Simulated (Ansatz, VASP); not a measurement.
One calculation of InGa3As2, two programs

INCAR

```
PREC     = Accurate       # precision mode
ENCUT    = 600            # plane-wave cutoff, eV
EDIFF    = 1E-7           # SCF threshold, eV
ISMEAR   = 0              # smearing method
SIGMA    = 0.1            # smearing width, eV
LREAL    = F              # projectors in reciprocal space
LASPH    = T              # aspherical terms in the spheres
NELM     = 60             # most SCF steps
ALGO     = Fast           # electronic algorithm
ISIF     = 3              # what is computed and relaxed
LWAVE    = F              # write WAVECAR
LCHARG   = F              # write CHGCAR
GGA      = PE             # functional
IBRION   = 2              # ionic algorithm
NSW      = 90             # ionic steps
EDIFFG   = -0.04          # ionic threshold
```

Contents of KPOINTS:

```
regular mesh
0
Gamma
  6 6 2
```

POSCAR

```
InGa3As2
1.0
    3.4342868700      0.0000000000      0.0000000000
    0.0000000000      3.4342868700      0.0000000000
    0.0000000000      0.0000000000     10.2675157400
In Ga As
1 3 2
Direct
    0.0000000000      0.0000000000      0.0000000000
    0.5000000000      0.5000000000      0.1837450000
    0.5000000000      0.5000000000      0.5000000000
    0.5000000000      0.5000000000      0.8162550000
    0.0000000000      0.0000000000      0.3342649900
    0.0000000000      0.0000000000      0.6657350100
```

Input for Ansatz:

```yaml
crystal:
  lattice:
    - [3.43428687, 0.0, 0.0]
    - [0.0, 3.43428687, 0.0]
    - [0.0, 0.0, 10.26751574]
  atoms:
    - { symbol: In, position: [0.0, 0.0, 0.0] }
    - { symbol: Ga, position: [0.5, 0.5, 0.183745] }
    - { symbol: Ga, position: [0.5, 0.5, 0.5] }
    - { symbol: Ga, position: [0.5, 0.5, 0.816255] }
    - { symbol: As, position: [0.0, 0.0, 0.33426499] }
    - { symbol: As, position: [0.0, 0.0, 0.66573501] }
basis:
  ecutwfc: 420
kpoints:
  mp_grid: { grid: [6, 6, 2] }
hamiltonian:
  xc: pbe
scf:
  occupations: { method: gaussian, width: 0.1 }
  lower_state_search: "off"
output:
  forces: true
  stress: true
  eigenvalues: true
relax:
  adjacent_minimum: "off"
  f_tol: 0.04
  max_steps: 70
  cell: { stress_tol: 0.4 }
```

Change from the starting cell: species swapped into the Al3Ni2Pt type (P4/mmm, No. 123).

Alike in both runs: task relaxation of cell and atoms; functional PBE; k mesh 6 × 6 × 2; occupations gaussian, width 0.1 eV; no spin polarisation.

|  | VASP | Ansatz |
| --- | --- | --- |
| version | VASP 6.6.1 | Ansatz 0.2.0 |
| potentials or method | VASP PAW PBE potentials, release 64 (In_d, Ga_d, As), cutoff 600 eV | scalar-relativistic, plane waves, PAW |
| valence electrons in the cell | 62 | 82 |

|  | VASP | Ansatz | Ansatz less VASP |
| --- | --- | --- | --- |
| gap on the k mesh at the Fermi level, each at its own relaxed structure (eV) | none | none | - |
| relaxed volume (Å³/atom) | 20.84 | 20.90 | +0.063 |
| relaxed cell length with the largest relative difference (Å) | 10.735 | 11.553 | +0.8184 |

A gap of «none» marks a metal or a gap that the smearing closes. VASP's potentials hold 62 valence electrons a cell and Ansatz's 82, so a difference there can come from the potentials and not from the codes.
